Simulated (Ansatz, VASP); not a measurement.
**PtS2: VASP beside Ansatz**

Contents of INCAR:

```
PREC = Accurate
ENCUT = 520
EDIFF = 1E-6
ISMEAR = 0
SIGMA = 0.05
LREAL = False
LASPH = True
NELM = 60
ALGO = Normal
ISIF = 2
LWAVE = False
LCHARG = False
GGA = PE
NBANDS = 18
```

The input KPOINTS:

```
Automatic mesh
0
Gamma
  12 12 8
```

Contents of POSCAR:

```
PtS2
1.0
    3.5431994758      0.0000000000      0.0000000000
   -1.7715997379      3.0685007567      0.0000000000
    0.0000000000      0.0000000000      5.0388000000
Pt S
1 2
Direct
    0.0000000000      0.0000000000      0.0000000000
    0.3480940704      0.6263395830      0.2500000000
    0.6814274037      0.2930062497      0.7500000000
```

Input for Ansatz:

```yaml
crystal:
  lattice:
    - [3.5431994758, 0.0, 0.0]
    - [-1.7715997379, 3.0685007567, 0.0]
    - [0.0, 0.0, 5.0388]
  atoms:
    - { symbol: Pt, position: [0.0, 0.0, 0.0] }
    - { symbol: S, position: [0.3480940704, 0.626339583, 0.25] }
    - { symbol: S, position: [0.6814274037, 0.2930062497, 0.75] }
basis:
  ecutwfc: 420
kpoints:
  mp_grid: { grid: [12, 12, 8] }
hamiltonian:
  xc: pbe
scf:
  occupations: { method: gaussian, width: 0.05 }
output:
  forces: true
  stress: true
  eigenvalues: true
```

Change from the starting cell: all S atoms moved +0.175 Å, as atom 2 along Cartesian [1 -1 0].

Alike in both runs: task single point; functional PBE; k mesh 12 × 12 × 8; occupations gaussian, width 0.05 eV; no spin polarisation.

```csv
,VASP,Ansatz
version,VASP 6.6.1,Ansatz 0.2.0
potentials or method,"VASP PAW PBE potentials, release 64 (Pt, S), cutoff 520 eV","scalar-relativistic, plane waves, PAW"
valence electrons in the cell,22,30
```

```tsv
	VASP	Ansatz	Ansatz less VASP
gap on the k mesh at the Fermi level (eV)	0.48	0.48	-0.006
least direct gap on the mesh (eV)	0.83	0.82	-0.009
pressure (GPa)	4.1	4.5	+0.43
traceless stress, the component that is largest in VASP (GPa)	-1.97	-2.10	-0.123
rms of the force components (eV/Å)	1.172	1.175	+0.0037
```

Atom by atom the forces differ by 0.019 eV/Å (rms over components). VASP's potentials hold 22 valence electrons a cell and Ansatz's 30, so a difference there can come from the potentials and not from the codes.

Spin-orbit coupling is off throughout.
